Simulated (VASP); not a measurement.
# TaN (P1) in VASP: single point with PBEsol

Aim: the single point of TaN with PBEsol.

Everything below comes from runs of VASP 6.6.1. Logs are shortened: lines on timing, memory, paths and dates and some standing lists are left out, and cuts for length are marked.

## (1) The cell of the first run

The typed cell holds 6 atoms: a = 5.205 Å, b = 5.205 Å, c = 2.904 Å, α = 90.00°, β = 90.00°, γ = 120.00°.

## (2) Single point, PBEsol (atoms moved at random)

Input file INCAR:

```
  PREC = Accurate
  ENCUT = 520
  EDIFF = 1E-7
  ISMEAR = 0
  SIGMA = 0.15
  LREAL = F
  LASPH = T
  NELM = 60
  ALGO = Normal
  ISIF = 2
  LWAVE = F
  LCHARG = T
  GGA = PS
  LELF = T
  LVHAR = T
  NBANDS = 33
```

Input file KPOINTS:

```
regular mesh
0
Gamma
  6 6 12
```

Input file POSCAR:

```
TaN
1.0
    5.2050894135      0.0000000000      0.0000000000
   -2.6025447067      4.5077396610      0.0000000000
    0.0000000000      0.0000000000      2.9035873890
Ta N
3 3
Direct
    0.0070263514      0.0024567504      0.0090502468
    0.3329315721      0.6602141718      0.4986370189
    0.6681961963      0.3407885646      0.5013051583
    0.4946361538     -0.0058956220     -0.0037792834
    0.4948091147      0.5007103080     -0.0051238783
    0.0024006117      0.5017258272     -0.0000892623
```

Potentials or basis: VASP PAW PBE potentials, release 64 (Ta_pv, N).

Started as:

```
$ cat potpaw_PBE.64/Ta_pv/POTCAR potpaw_PBE.64/N/POTCAR > POTCAR
$ mpirun -np 1 vasp_std > vasp.out
```

OUTCAR:

```text
PREC = Accurate
   ENCUT = 520
   EDIFF = 1E-7
   ISMEAR = 0
   LREAL = F
   LASPH = T
   NELM = 60
   ISIF = 2
   GGA = PS

 ion  position               nearest neighbor table
   1  0.007  0.002  0.009-   4 2.56   5 2.57   6 2.59   6 2.61   5 2.64   4 2.65   2 3.29   3 3.31
                             3 3.31   2 3.31   3 3.33   3 3.33   2 3.33   2 3.35   2 3.36   3 3.37
   2  0.333  0.660  0.499-   5 2.04   5 2.06   6 2.08   6 2.08   4 2.09   4 2.10   3 2.95   3 3.00
                             3 3.07   1 3.29   1 3.31   1 3.33   1 3.35   1 3.36   1 3.38
   3  0.668  0.341  0.501-   5 2.08   6 2.09   6 2.10   5 2.10   4 2.12   4 2.14   2 2.95   2 3.00
                             2 3.07   1 3.31   1 3.31   1 3.33   1 3.33   1 3.37   1 3.39
   4  0.495  0.994  0.996-   2 2.09   2 2.10   3 2.12   3 2.14   1 2.56   1 2.65
   5  0.495  0.501  0.995-   2 2.04   2 2.06   3 2.08   3 2.10   1 2.57   1 2.64
   6  0.002  0.502  1.000-   2 2.08   2 2.08   3 2.09   3 2.10   1 2.59   1 2.61

  LATTYP: Found a hexagonal cell.
 ALAT       =     5.2050894135
 C/A-ratio  =     0.5578362173

  Lattice vectors:

 A1 = (   5.2050894135,   0.0000000000,   0.0000000000)
 A2 = (  -2.6025447067,   4.5077396610,   0.0000000000)
 A3 = (   0.0000000000,   0.0000000000,   2.9035873890)

Analysis of symmetry for initial positions (statically):
=====================================================================
 Subroutine PRICEL returns:
 Original cell was already a primitive cell.

 Routine SETGRP: Setting up the symmetry group for a
 hexagonal supercell.

 Subroutine GETGRP returns: Found  1 space group operations
 (whereof  1 operations were pure point group operations)
 out of a pool of 24 trial point group operations.

The static configuration has the point symmetry C_1 .

Analysis of symmetry for dynamics (positions and initial velocities):
=====================================================================
 Subroutine PRICEL returns:
 Original cell was already a primitive cell.

 Routine SETGRP: Setting up the symmetry group for a
 hexagonal supercell.

 Subroutine GETGRP returns: Found  1 space group operations
 (whereof  1 operations were pure point group operations)
 out of a pool of 24 trial point group operations.

The dynamic configuration has the point symmetry C_1 .

 Subroutine INISYM returns: Found  1 space group operations
 (whereof  1 operations are pure point group operations),
 and found     1 'primitive' translations

----------------------------------------------------------------------------------------

                                     Primitive cell

  volume of cell :      68.1274

  direct lattice vectors                    reciprocal lattice vectors
     5.205089413  0.000000000  0.000000000     0.192119658  0.110920336  0.000000000
    -2.602544707  4.507739661  0.000000000     0.000000000  0.221840673  0.000000000
     0.000000000  0.000000000  2.903587389     0.000000000  0.000000000  0.344401551

  length of vectors
     5.205089413  5.205089413  2.903587389     0.221840673  0.221840673  0.344401551

  position of ions in fractional coordinates (direct lattice)
     0.007026351  0.002456750  0.009050247
     0.332931572  0.660214172  0.498637019
     0.668196196  0.340788565  0.501305158
     0.494636154  0.994104378  0.996220717
     0.494809115  0.500710308  0.994876122
     0.002400612  0.501725827  0.999910738

  ion indices of the primitive-cell ions
   primitive index   ion index
                 1           1
                 2           2
                 3           3
                 4           4
                 5           5
                 6           6

----------------------------------------------------------------------------------------

 KPOINTS: regular mesh

Automatic generation of k-mesh.
 Grid dimensions read from file:
 generate k-points for:    6    6   12

 Generating k-lattice:

  Cartesian coordinates                     Fractional coordinates (reciprocal lattice)
     0.032019943  0.018486723  0.000000000     0.166666667  0.000000000  0.000000000
     0.000000000  0.036973445  0.000000000     0.000000000  0.166666667  0.000000000
     0.000000000  0.000000000  0.028700129     0.000000000  0.000000000  0.083333333

  Length of vectors
     0.036973445  0.036973445  0.028700129

  Shift w.r.t. Gamma in fractional coordinates (k-lattice)
     0.000000000  0.000000000  0.000000000

 Subroutine IBZKPT returns following result:
 ===========================================

 Found    220 irreducible k-points:

 Following reciprocal coordinates:
            Coordinates               Weight
  0.000000  0.000000  0.000000      1.000000
  0.166667  0.000000  0.000000      2.000000
  0.000000  0.166667  0.000000      2.000000
 -0.166667  0.166667  0.000000      2.000000
  0.333333  0.000000  0.000000      2.000000
  0.000000  0.333333  0.000000      2.000000
[... 16 lines left out ...]
  0.000000  0.166667  0.083333      2.000000
 -0.166667  0.166667  0.083333      2.000000
 [... further k-points ...]
   k-points           NKPTS =    220   k-points in BZ     NKDIM =    220   number of bands    NBANDS=     33
   number of dos      NEDOS =    301   number of ions     NIONS =      6
   total plane-waves  NPLWV =  38400
   dimension x,y,z NGX =    40 NGY =   40 NGZ =   24
   dimension x,y,z NGXF=    80 NGYF=   80 NGZF=   48
   ions per type =               3   3
   NGX,Y,Z   is equivalent  to a cutoff of  12.78, 12.78, 13.74 a.u.
   NGXF,Y,Z  is equivalent  to a cutoff of  25.55, 25.55, 27.48 a.u.
 SYSTEM =  unknown system
   PREC   = accura    normal or accurate (medium, high low for compatibility)
   ISTART =      0    job   : 0-new  1-cont  2-samecut
   ICHARG =      2    charge: 1-file 2-atom 10-const
   ISPIN  =      1    spin polarized calculation?
   LNONCOLLINEAR =      F non collinear calculations
   LSORBIT =      F    spin-orbit coupling
   LASPH  =      T    aspherical Exc in radial PAW
   ENCUT  =  520.0 eV  38.22 Ry    6.18 a.u.   9.68  9.68  5.40*2*pi/ulx,y,z
   NELM   =     60;   NELMIN=  2; NELMDL= -5     # of ELM steps
   EDIFF  = 0.1E-06   stopping-criterion for ELM
   LREAL  =      F    real-space projection
   EDIFFG = 0.1E-05   stopping-criterion for IOM
   NSW    =      0    number of steps for IOM
   IBRION =     -1    ionic relax: 0-MD 1-quasi-New 2-CG
   NFREE  =      0    steps in history (QN), initial steepest desc. (CG)
   ISIF   =      2    stress and relaxation
   ISYM   =      2    0-nonsym 1-usesym 2-fastsym
   POTIM  = 0.5000    time-step for ionic-motion
   TEBEG  =    0.0;   TEEND  =   0.0 temperature during run
   PSTRESS=    0.0 pullay stress
   NELECT =      48.0000    total number of electrons
   NUPDOWN=      -1.0000    fix difference up-down
   EMIN   =  10.00;   EMAX   =-10.00  energy-range for DOS
   EFERMI =   0.00;   METHOD = LEGACY
   ISMEAR =     0;   SIGMA  =   0.15  broadening in eV -4-tet -1-fermi 0-gaus
   EFERMI_NEDOS =   21; number of points for ismear=-14 and -15
   IALGO  =     38    algorithm
   IMIX   =      4    mixing-type and parameters
     AMIX     =   0.40;   BMIX     =  1.00
     AMIX_MAG =   1.60;   BMIX_MAG =  1.00
  volume/ion in A,a.u.               =      11.35        76.62
  Fermi-wavevector in a.u.,A,eV,Ry     =   1.456737  2.752835 28.872704  2.122084
  Thomas-Fermi vector in A             =   2.573621
   LORBIT       =      0    0 simple, 1 ext, 2 COOP (PROOUT), +10 PAW based schemes
   GGA     = PS    functional components
   LHFCALC =     F    Hartree Fock is set to
   AEXX    =    0.0000 exact exchange contribution
   IVDW    =     0    specifies the selected vdW correction
   LEPSILON=     F    determine dielectric tensor
   LRPA    =     F    only Hartree local field effects (RPA)
 non-spin polarized calculation
 Gauss-broadening in eV      SIGMA  =   0.15
  energy-cutoff  :      520.00
  volume of cell :       68.13
 maximum number of plane-waves:      1858
   NGX = 19   NGY = 19   NGZ = 11

 number of electron      48.0000001 magnetization

 Free energy of the ion-electron system (eV)
  ---------------------------------------------------
  ext. energy  EPLUGINS =         0.00000000
  ---------------------------------------------------
  free energy    TOTEN  =       -68.63102688 eV

  energy without entropy =      -68.62215639  energy(sigma->0) =      -68.62659164

 E-fermi :   7.9885     XC(G=0): -13.1706

 val. band max:        7.9381034863   @ k =   0.0000   0.5000   0.1667
 cond. band min:       7.9913713829   @ k =   0.1667  -0.1667   0.2500
 fundamental gap:      0.0532678966
 Fermi energy:         7.9884950649

 k-point     1 :       0.0000    0.0000    0.0000
  band No.  band energies     occupation
      1     -28.1996      2.00000
      2     -28.0844      2.00000
      3     -27.7739      2.00000
      4     -27.7334      2.00000
      5     -27.5311      2.00000
      6     -27.4320      2.00000
[... 25 lines left out ...]
     32      11.2041      0.00000
     33      11.2800      0.00000

 k-point     2 :       0.1667    0.0000    0.0000
  band No.  band energies     occupation
      1     -28.1992      2.00000
      2     -28.0937      2.00000
      3     -27.7502      2.00000
      4     -27.7115      2.00000
      5     -27.5232      2.00000
      6     -27.4624      2.00000
[... 25 lines left out ...]
     32      11.3475      0.00000
     33      11.5856      0.00000
[... 754 lines left out ...]
     32      11.1237      0.00000
     33      11.7066      0.00000

 k-point    24 :      -0.1667    0.1667    0.0833
  band No.  band energies     occupation
      1     -28.1765      2.00000
      2     -28.0950      2.00000
      3     -27.7342      2.00000
      4     -27.7076      2.00000
      5     -27.5931      2.00000
      6     -27.4640      2.00000
[... 25 lines left out ...]
     32      11.1584      0.00000
     33      11.6405      0.00000

 [... further k-points ...]

------------------------ aborting loop because EDIFF is reached ----------------------------------------

  FORCE on cell =-STRESS in cart. coord.  units (eV):
  Direction    XX          YY          ZZ          XY          YZ          ZX
  --------------------------------------------------------------------------------------
  -------------------------------------------------------------------------------------
  Total        1.3051488     -0.3530185      0.8980521     -0.3564001      0.0296266      0.0552454
  in kB       30.6936600     -8.3020654     21.1198187     -8.3815924      0.6967401      1.2992258
  external PRESSURE =      14.5038045 kB  Pullay stress =       0.0000000 kB

 VOLUME and BASIS-vectors are now :
 -----------------------------------------------------------------------------
  energy-cutoff  :      520.00
  volume of cell :       68.13
      direct lattice vectors                 reciprocal lattice vectors
     5.205089413  0.000000000  0.000000000     0.192119658  0.110920336  0.000000000
    -2.602544707  4.507739661  0.000000000     0.000000000  0.221840673  0.000000000
     0.000000000  0.000000000  2.903587389     0.000000000  0.000000000  0.344401551

 POSITION                                       TOTAL-FORCE (eV/Angst)
 -----------------------------------------------------------------------------------
      0.03018      0.01107      0.02628         0.154293      0.056203     -0.243859
      0.01470      2.97607      1.44784        -0.666240      1.054838     -0.131025
      2.59110      1.53619      1.45558         0.352066     -1.142849     -0.248311
     -0.01258      4.48116      2.89261        -0.198696      1.041892      0.225652
      1.27240      2.25707      2.88871         0.910294     -0.740651      0.357022
     -1.29327      2.26165      2.90333        -0.551717     -0.269433      0.040522
 -----------------------------------------------------------------------------------
    total drift:                                0.000017      0.000029     -0.000355

  FREE ENERGIE OF THE ION-ELECTRON SYSTEM (eV)
  ---------------------------------------------------
  free  energy   TOTEN  =       -68.6310268811 eV

  energy  without entropy=      -68.6221563898  energy(sigma->0) =      -68.62659164
```

It took 3.1 min on 1 thread of Intel Xeon 6975P-C (Granite Rapids), shared host; peak memory 0.48 GiB.

Results:

```yaml
Free_energy: -68.6310 eV
Pressure: 1.5 GPa
Largest_force: 1.254 eV/Å
Band_gap_on_the_k_mesh: zero (bands 24 and 25 overlap by 2.08 eV)
```

Forces on the atoms (eV/Å):
```
Ta   0.154  0.056 -0.244
Ta  -0.666  1.055 -0.131
Ta   0.352 -1.143 -0.248
N   -0.199  1.042  0.226
N    0.910 -0.741  0.357
N   -0.552 -0.269  0.041
```

Stress tensor (GPa, compression positive):
```
 3.07 -0.84  0.13
-0.84 -0.83  0.07
 0.13  0.07  2.11
```

Caveat: the cell differs from its parent crystal (atoms moved at random); the PAW data sets were made with another functional, which shifts forces and pressure a little; spin-orbit coupling is left out, which moves the levels of the heavy elements.
